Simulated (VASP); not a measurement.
# SnO (C2) in VASP: a series of runs

Runs on SnO. Level: PBE+D3(BJ). Tasks: single point.

Everything below comes from runs of VASP 6.6.1. Logs are shortened: lines on timing, memory, paths and dates and some standing lists are left out, and cuts for length are marked.

## (1) The cell of the first run

The structure is monoclinic, space group C2 (No. 5). The conventional cell has a = 5.426 Å, b = 5.426 Å, c = 4.762 Å, α = 90.00°, β = 90.00°, γ = 90.00°. Within 2.7 Å of Sn (site symmetry 1) lie 4 O at 2.07 to 2.43 Å. O (site symmetry 2) has 4 Sn at 2.07 to 2.43 Å and 3 O at 2.41 to 2.73 Å within 2.8 Å. O (site symmetry 2) has 4 Sn at 2.24 Å and 4 O at 2.41 to 3.01 Å within 3.1 Å.

## (2) Single point, PBE+D3(BJ) (atom 3 (O) moved -0.300 Å along Cartesian [1 1 0])

The input, INCAR:

```
PREC = Accurate
ENCUT = 520
EDIFF = 1E-6
ISMEAR = 0
SIGMA = 0.15
LREAL = False
LASPH = True
NELM = 100
ALGO = Normal
ISIF = 2
LWAVE = False
LCHARG = False
GGA = PE
IVDW = 12
NBANDS = 28
```

The input, KPOINTS:

```
regular mesh
0
Gamma
  12 12 10
```

The input, POSCAR:

```
SnO
1.0
    3.8370962941      0.0000000000      0.0000000000
    0.0000000000      3.8370962941      0.0000000000
    0.0000000000      0.0000000000      4.7621297486
Sn O
2 2
Direct
    0.0000000000      0.5000000000      0.2432421493
    0.5000000000      0.0000000000      0.7567578507
   -0.0552845220     -0.0552845220      0.0000000000
    0.5000000000      0.5000000000      0.0000000000
```

Potentials or basis: VASP PAW PBE potentials, release 64 (Sn_d, O).

The run is started by

```bash
$ cat potpaw_PBE.64/Sn_d/POTCAR potpaw_PBE.64/O/POTCAR > POTCAR
$ mpirun -np 1 vasp_std > vasp.out
```

OUTCAR:

```text
PREC = Accurate
   ENCUT = 520
   EDIFF = 1E-6
   ISMEAR = 0
   LREAL = False
   LASPH = True
   NELM = 100
   ISIF = 2
   GGA = PE
   IVDW = 12
 IVDW          = 12

 ion  position               nearest neighbor table
   1  0.000  0.500  0.243-   3 2.07   4 2.24   4 2.24   3 2.43   2 3.57   2 3.57   2 3.57   2 3.57
                             2 3.65   2 3.65   2 3.65   2 3.65
   2  0.500  0.000  0.757-   3 2.07   4 2.24   4 2.24   3 2.43   1 3.57   1 3.57   1 3.57   1 3.57
                             1 3.65   1 3.65   1 3.65   1 3.65
   3  0.945  0.945  0.000-   1 2.07   2 2.07   2 2.43   1 2.43
   4  0.500  0.500  0.000-   1 2.24   2 2.24   2 2.24   1 2.24

  LATTYP: Found a simple tetragonal cell.
 ALAT       =     3.8370962941
 C/A-ratio  =     1.2410764244

  Lattice vectors:

 A1 = (   3.8370962941,   0.0000000000,   0.0000000000)
 A2 = (   0.0000000000,   3.8370962941,   0.0000000000)
 A3 = (   0.0000000000,   0.0000000000,   4.7621297486)

Analysis of symmetry for initial positions (statically):
=====================================================================
 Subroutine PRICEL returns:
 Original cell was already a primitive cell.

 Routine SETGRP: Setting up the symmetry group for a
 simple tetragonal supercell.

 Subroutine GETGRP returns: Found  2 space group operations
 (whereof  2 operations were pure point group operations)
 out of a pool of 16 trial point group operations.

The static configuration has the point symmetry C_2 .

Analysis of symmetry for dynamics (positions and initial velocities):
=====================================================================
 Subroutine PRICEL returns:
 Original cell was already a primitive cell.

 Routine SETGRP: Setting up the symmetry group for a
 simple tetragonal supercell.

 Subroutine GETGRP returns: Found  2 space group operations
 (whereof  2 operations were pure point group operations)
 out of a pool of 16 trial point group operations.

The dynamic configuration has the point symmetry C_2 .

 Subroutine INISYM returns: Found  2 space group operations
 (whereof  2 operations are pure point group operations),
 and found     1 'primitive' translations

----------------------------------------------------------------------------------------

                                     Primitive cell

  volume of cell :      70.1143

  direct lattice vectors                    reciprocal lattice vectors
     3.837096294  0.000000000  0.000000000     0.260613736  0.000000000  0.000000000
     0.000000000  3.837096294  0.000000000     0.000000000  0.260613736  0.000000000
[... 92 lines left out ...]
   NSW    =      0    number of steps for IOM
   IBRION =     -1    ionic relax: 0-MD 1-quasi-New 2-CG
   NFREE  =      0    steps in history (QN), initial steepest desc. (CG)
   ISIF   =      2    stress and relaxation
   ISYM   =      2    0-nonsym 1-usesym 2-fastsym
   POTIM  = 0.5000    time-step for ionic-motion
   TEBEG  =    0.0;   TEEND  =   0.0 temperature during run
   PSTRESS=    0.0 pullay stress
   NELECT =      40.0000    total number of electrons
   NUPDOWN=      -1.0000    fix difference up-down
   EMIN   =  10.00;   EMAX   =-10.00  energy-range for DOS
   EFERMI =   0.00;   METHOD = LEGACY
   ISMEAR =     0;   SIGMA  =   0.15  broadening in eV -4-tet -1-fermi 0-gaus
   EFERMI_NEDOS =   21; number of points for ismear=-14 and -15
   IALGO  =     38    algorithm
   IMIX   =      4    mixing-type and parameters
     AMIX     =   0.40;   BMIX     =  1.00
     AMIX_MAG =   1.60;   BMIX_MAG =  1.00
  volume/ion in A,a.u.               =      17.53       118.29
  Fermi-wavevector in a.u.,A,eV,Ry     =   1.357769  2.565812 25.082847  1.843537
  Thomas-Fermi vector in A             =   2.484659
   LORBIT       =      0    0 simple, 1 ext, 2 COOP (PROOUT), +10 PAW based schemes
   GGA     = PE    functional components
   LHFCALC =     F    Hartree Fock is set to
   AEXX    =    0.0000 exact exchange contribution
   IVDW    =    12    specifies the selected vdW correction
   LEPSILON=     F    determine dielectric tensor
   LRPA    =     F    only Hartree local field effects (RPA)
 non-spin polarized calculation
 Gauss-broadening in eV      SIGMA  =   0.15
  energy-cutoff  :      520.00
  volume of cell :       70.11
 maximum number of plane-waves:      1912
 NGX is ok and might be reduce to    30
   NGX = 15   NGY = 15   NGZ = 17

 number of electron      40.0000008 magnetization

 Free energy of the ion-electron system (eV)
  ---------------------------------------------------
  ext. energy  EPLUGINS =         0.00000000
  ---------------------------------------------------
  free energy    TOTEN  =       -22.32508353 eV

  energy without entropy =      -22.32387181  energy(sigma->0) =      -22.32447767

 E-fermi :   7.1854     XC(G=0): -10.2666

 val. band max:        7.1735521002   @ k =   0.5000   0.5000   0.0000
 cond. band min:       7.2090920055   @ k =   0.5000   0.5000   0.1000
 fundamental gap:      0.0355399054
 Fermi energy:         7.1853869329

 k-point     1 :       0.0000    0.0000    0.0000
  band No.  band energies     occupation
      1     -14.8821      2.00000
      2     -14.5461      2.00000
      3     -14.4667      2.00000
      4     -14.4422      2.00000
      5     -14.4304      2.00000
      6     -14.4016      2.00000
[... 733 lines left out ...]
     27      15.4143      0.00000
     28      15.6698      0.00000

 [... further k-points ...]

------------------------ aborting loop because EDIFF is reached ----------------------------------------

 Edisp (eV)   -0.93883

 E8    (eV) :    -0.4075

  FORCE on cell =-STRESS in cart. coord.  units (eV):
  Direction    XX          YY          ZZ          XY          YZ          ZX
  --------------------------------------------------------------------------------------
  -------------------------------------------------------------------------------------
  Total       1.49263     1.49263     0.80408     0.54207    -0.92617     0.92617
  in kB      34.10791    34.10791    18.37391    12.38689   -21.16388    21.16374
  external pressure =       28.86 kB  Pullay stress =        0.00 kB

 VOLUME and BASIS-vectors are now :
 -----------------------------------------------------------------------------
  energy-cutoff  :      520.00
  volume of cell :       70.11
      direct lattice vectors                 reciprocal lattice vectors
     3.837096294  0.000000000  0.000000000     0.260613736  0.000000000  0.000000000
     0.000000000  3.837096294  0.000000000     0.000000000  0.260613736  0.000000000
     0.000000000  0.000000000  4.762129749     0.000000000  0.000000000  0.209990079

 POSITION                                       TOTAL-FORCE (eV/Angst)
 -----------------------------------------------------------------------------------
      0.00000      1.91855      1.15835        -0.107328     -0.672773      0.368345
      1.91855      0.00000      3.60378        -0.672773     -0.107328     -0.368345
      3.62496      3.62496      0.00000         1.797605      1.797605      0.000000
      1.91855      1.91855      0.00000        -1.017504     -1.017504      0.000000
 -----------------------------------------------------------------------------------
    total drift:                                0.000303      0.000303     -0.000001

  FREE ENERGIE OF THE ION-ELECTRON SYSTEM (eV)
  ---------------------------------------------------
  free  energy   TOTEN  =       -23.2639182310 eV

  energy  without entropy=      -23.2627065126  energy(sigma->0) =      -23.26331237
```

OSZICAR:

```text
N       E                     dE             d eps       ncg     rms          rms(c)
DAV:   1     0.415496721618E+03    0.41550E+03   -0.19720E+04 22968   0.216E+03
DAV:   2     0.361735930784E+02   -0.37932E+03   -0.36453E+03 23000   0.540E+02
DAV:   3    -0.233600105817E+02   -0.59534E+02   -0.58444E+02 25372   0.181E+02
DAV:   4    -0.261339326028E+02   -0.27739E+01   -0.27618E+01 25352   0.415E+01
DAV:   5    -0.262010775243E+02   -0.67145E-01   -0.67137E-01 23924   0.698E+00    0.119E+01
DAV:   6    -0.223696172878E+02    0.38315E+01   -0.18105E+01 36184   0.469E+01    0.509E+00
DAV:   7    -0.223464427245E+02    0.23175E-01   -0.21720E+00 26228   0.906E+00    0.250E+00
DAV:   8    -0.223314060707E+02    0.15037E-01   -0.29299E-01 27740   0.374E+00    0.818E-01
DAV:   9    -0.223240802467E+02    0.73258E-02   -0.44082E-02 35056   0.222E+00    0.235E-01
DAV:  10    -0.223247927924E+02   -0.71255E-03   -0.57450E-03 24308   0.546E-01    0.134E-01
DAV:  11    -0.223251346586E+02   -0.34187E-03   -0.66094E-04 28548   0.203E-01    0.569E-02
DAV:  12    -0.223250766470E+02    0.58012E-04   -0.28330E-04 34332   0.158E-01    0.923E-03
DAV:  13    -0.223250848349E+02   -0.81879E-05   -0.47987E-05 22788   0.389E-02    0.128E-02
DAV:  14    -0.223250834868E+02    0.13482E-05   -0.88202E-06 25900   0.285E-02    0.303E-03
DAV:  15    -0.223250835297E+02   -0.42997E-07   -0.11429E-06 16372   0.803E-03
   1 F= -.23263918E+02 E0= -.23263312E+02  d E =-.121172E-02
```

stdout:

```text
POSCAR found type information on POSCAR SnO
 POSCAR found :  2 types and       4 ions
 scaLAPACK will be used
 LDA part: xc-table for (Slater+PW92), standard interpolation
 POSCAR, INCAR and KPOINTS ok, starting setup
 FFT: planning ... GRIDC
 FFT: planning ... GRID_SOFT
 FFT: planning ... GRID
 WAVECAR not read
 entering main loop
```

Run time: 6 min. Hardware: 1 thread of AMD EPYC 9R45 (Zen 5), shared host; peak memory 0.63 GiB.

What came out:

* Free energy: -23.2639 eV
* Pressure: 2.9 GPa
* Largest force: 2.542 eV/Å
* Band gap on the k mesh: zero (bands 20 and 21 overlap by 0.05 eV)
* Dispersion energy per atom: -0.235 eV

Forces on the atoms (eV/Å):
```
Sn  -0.107 -0.673  0.368
Sn  -0.673 -0.107 -0.368
O    1.798  1.798  0.000
O   -1.018 -1.018  0.000
```

Levels at points of the mesh, in eV from the Fermi level:
```csv
k point,band 16,band 17,band 18,band 19,band 20,band 21,band 22,band 23,band 24,band 25
"(0.00, 0.00, 0.00)",-6.02,-3.62,-3.18,-2.88,-0.09,1.85,4.00,4.52,5.19,5.65
"(0.50, 0.00, 0.00)",-4.90,-4.85,-4.26,-2.84,-2.61,2.61,3.59,5.28,5.60,6.03
"(0.50, 0.50, 0.00)",-4.95,-2.52,-2.38,-2.06,-1.95,-0.13,-0.01,4.26,4.42,7.29
"(0.00, 0.00, 0.50)",-3.75,-3.27,-3.11,-2.87,-2.22,1.72,2.64,3.11,3.42,7.51
"(0.50, 0.00, 0.50)",-5.36,-4.99,-4.21,-1.95,-1.60,2.43,2.59,4.88,5.22,6.45
"(0.50, 0.50, 0.50)",-5.48,-2.89,-2.83,-2.50,-2.32,2.13,2.27,3.56,4.16,5.56
```

Caveat: the cell differs from its parent crystal (atom 3 (O) moved -0.300 Å along Cartesian [1 1 0]); semilocal functionals underestimate gaps, so a narrow gap can read as zero; spin-orbit coupling is left out, which moves the levels of the heavy elements; forces of over 1 eV/Å act on the atoms, so gaps and moduli don't describe the material at rest.

## (3) Single point, PBE+D3(BJ) (atom 3 (O) moved +0.200 Å along Cartesian [1 1 0])

The input, INCAR:

```
SYSTEM = SnO
ALGO     = Normal         ! electronic algorithm
EDIFF    = 1E-6           ! SCF threshold, eV
ENCUT    = 520            ! plane-wave cutoff, eV
GGA      = PE             ! functional
ISIF     = 2              ! what is computed and relaxed
ISMEAR   = 0              ! smearing method
IVDW     = 12             ! dispersion correction
LASPH    = .True.         ! aspherical terms in the spheres
LCHARG   = .True.         ! write CHGCAR
LELF     = .True.         ! ELF
LREAL    = .False.        ! projectors in reciprocal space
LVHAR    = .True.       
LWAVE    = .False.        ! write WAVECAR
NBANDS   = 28             ! bands
NELM     = 80             ! most SCF steps
PREC     = Accurate       ! precision mode
SIGMA    = 0.15           ! smearing width, eV
```

The input, KPOINTS:

```
k-points
0
Gamma
  12 12 10
  0 0 0
```

Changes to POSCAR since step 2:

```diff
@@ -10,3 +10,3 @@
     0.5000000000      0.0000000000      0.7567578507
-   -0.0552845220     -0.0552845220      0.0000000000
+    0.0368563480      0.0368563480      0.0000000000
     0.5000000000      0.5000000000      0.0000000000
```

Potentials or basis: VASP PAW PBE potentials, release 64 (Sn_d, O).

The run is started by

```bash
$ cat potpaw_PBE.64/Sn_d/POTCAR potpaw_PBE.64/O/POTCAR > POTCAR
$ mpirun -np 1 vasp_std > vasp.out
```

Wall time 6.3 min (1 thread of AMD EPYC 9R45 (Zen 5), shared host); peak memory 0.63 GiB.

The run converged. Its results:

```
Free energy                : -23.4708 eV
Pressure                   : 1.4 GPa
Largest force              : 1.616 eV/Å
Band gap on the k mesh     : zero (bands 20 and 21 overlap by 0.01 eV)
Dispersion energy per atom : -0.235 eV
```

Forces on the atoms (eV/Å):
```
Sn   0.102  0.405  0.207
Sn   0.405  0.102 -0.207
O   -1.143 -1.143  0.000
O    0.635  0.635  0.000
```

Stress tensor (GPa, compression positive):
```
 1.64  0.58 -1.23
 0.58  1.64  1.23
-1.23  1.23  0.92
```

Levels at points of the mesh, in eV from the Fermi level:
```csv
k point,band 18,band 19,band 20,band 21,band 22,band 23
"(0.00, 0.00, 0.00)",-3.16,-3.03,-0.10,1.96,4.14,4.48
"(0.50, 0.00, 0.00)",-4.44,-2.82,-2.69,2.80,3.49,5.41
"(0.50, 0.50, 0.00)",-2.44,-2.01,-1.96,-0.12,-0.06,4.36
"(0.00, 0.00, 0.50)",-3.13,-3.02,-2.19,1.65,2.69,2.91
"(0.50, 0.00, 0.50)",-4.42,-1.89,-1.65,2.50,2.61,5.00
"(0.50, 0.50, 0.50)",-2.83,-2.51,-2.43,2.19,2.25,3.83
```

Caveat: the cell differs from its parent crystal (atom 3 (O) moved +0.200 Å along Cartesian [1 1 0]); semilocal functionals underestimate gaps, so a narrow gap can read as zero; spin-orbit coupling is left out, which moves the levels of the heavy elements; forces of over 1 eV/Å act on the atoms, so gaps and moduli don't describe the material at rest.
